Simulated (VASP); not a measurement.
Wanted: the native input for a VASP 6.6.1 run.

```
Task                   : single point
Functional             : r2SCAN
Potentials or basis    : VASP PAW PBE potentials, release 64 (Ba_sv, F)
Cutoff                 : 660 eV
k mesh                 : 6 × 6 × 6
Occupations            : gaussian, width 0.02 eV
Spin                   : no spin polarisation
Dipole correction      : no
Further INCAR settings : ALGO = Normal; EDIFF = 1e-06; NBANDS = 19
```

Crystal: BaF2 (Frankdicksonite).

```
Ba F
1.0
     0.00000    3.15811    3.15811
     3.15811    0.00000    3.15811
     3.15811    3.15811    0.00000
Ba F
1 2
Direct
  0.00000 0.00000 0.00000
  0.25000 0.25000 0.25000
  0.75000 0.75000 0.75000
```

This cell differs from its parent crystal: volume scaled by 1.06.

The input as run:

POSCAR

```
BaF2
1.0
    0.0000000000      3.1581089943      3.1581089943
    3.1581089943      0.0000000000      3.1581089943
    3.1581089943      3.1581089943      0.0000000000
Ba F
1 2
Direct
    0.0000000000      0.0000000000      0.0000000000
    0.2500000000      0.2500000000      0.2500000000
    0.7500000000      0.7500000000      0.7500000000
```

INCAR.step1

```
SYSTEM = BaF2
PREC     = Accurate       ! precision mode
ENCUT    = 660            ! plane-wave cutoff, eV
ISMEAR   = 0              ! smearing method
SIGMA    = 0.02           ! smearing width, eV
LREAL    = .False.        ! projectors in reciprocal space
LASPH    = .True.         ! aspherical terms in the spheres
NELM     = 120            ! most SCF steps
NBANDS   = 19             ! bands
GGA      = PE             ! functional
ALGO     = Normal         ! electronic algorithm
EDIFF    = 1E-5           ! SCF threshold, eV
LWAVE    = .True.         ! write WAVECAR
LCHARG   = .False.        ! write CHGCAR
GGA_COMPAT= .False.
```

INCAR.step2

```
SYSTEM = BaF2
PREC     = Accurate       ! precision mode
ENCUT    = 660            ! plane-wave cutoff, eV
EDIFF    = 1E-6           ! SCF threshold, eV
ISMEAR   = 0              ! smearing method
SIGMA    = 0.02           ! smearing width, eV
LREAL    = .False.        ! projectors in reciprocal space
LASPH    = .True.         ! aspherical terms in the spheres
NELM     = 120            ! most SCF steps
ALGO     = Normal         ! electronic algorithm
ISIF     = 2              ! what is computed and relaxed
LWAVE    = .False.        ! write WAVECAR
LCHARG   = .True.         ! write CHGCAR
METAGGA  = R2SCAN         ! meta-GGA
LMIXTAU  = .True.       
LELF     = .True.         ! ELF
LVHAR    = .True.       
NBANDS   = 19             ! bands
ISTART   = 1            
GGA_COMPAT= .False.
```

KPOINTS

```
regular mesh
0
Gamma
  6 6 6
  0 0 0
```

Potentials or basis: VASP PAW PBE potentials, release 64 (Ba_sv, F).

Launch:

```sh
$ cat potpaw_PBE.64/Ba_sv/POTCAR potpaw_PBE.64/F/POTCAR > POTCAR
$ cp INCAR.step1 INCAR
$ mpirun -np 1 vasp_std > vasp.out
$ cp INCAR.step2 INCAR
$ mpirun -np 1 vasp_std > vasp.out
```

It gave:

| Quantity | Value |
| --- | --- |
| Pressure | -2.4 GPa |
| Band gap on the k mesh | 7.11 eV, indirect (least direct gap 7.16 eV) |

Caveat: the PAW data sets were made with another functional, which shifts forces and pressure a little; spin-orbit coupling is left out, which moves the levels of the heavy elements.

Run time: 56 s on 1 thread of Intel(R) Xeon(R) 6975P-C (Granite Rapids), on a shared host, peak memory 0.26 GiB.
